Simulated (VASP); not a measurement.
Crystal: Nb3Sn.

```
Nb Sn
1.0
     5.28210    0.00000    0.00000
     0.00000    5.28210    0.00000
     0.00000    0.00000    5.28210
Nb Sn
6 2
Direct
  0.25000 0.00000 0.50000
  0.50000 0.75000 0.00000
  0.75000 0.00000 0.50000
  0.50000 0.25000 0.00000
  0.00000 0.50000 0.75000
  0.00000 0.50000 0.25000
  0.00000 0.00000 0.00000
  0.50000 0.50000 0.50000
```

Base run:

* Program: VASP 6.6.1
* Functional: r2SCAN
* Potentials or basis: VASP PAW PBE potentials, release 64 (Nb_sv, Sn_d)
* Cutoff: 520 eV
* k mesh: 6 × 6 × 6
* Occupations: fermi-dirac, width 0.05 eV
* Spin: no spin polarisation

Its results: band gap on the k mesh zero (bands 53 and 54 overlap by 0.60 eV); pressure 2.0 GPa.

Task: The run is repeated on the same cell with these changes: functional from r2SCAN to PBE; further incar settings from ALGO = Normal; EDIFF = 1e-08; NBANDS = 63 to ALGO = Normal; EDIFF = 1e-06; NBANDS = 63. What comes out?

Result: Band gap on the k mesh zero (bands 53 and 54 overlap by 0.57 eV); pressure 3.3 GPa.

Caveats: spin-orbit coupling is left out, which moves the levels of the heavy elements; the PAW data sets were made with another functional, which shifts forces and pressure a little (at least some runs); the cell stands under pressure (at least some runs).
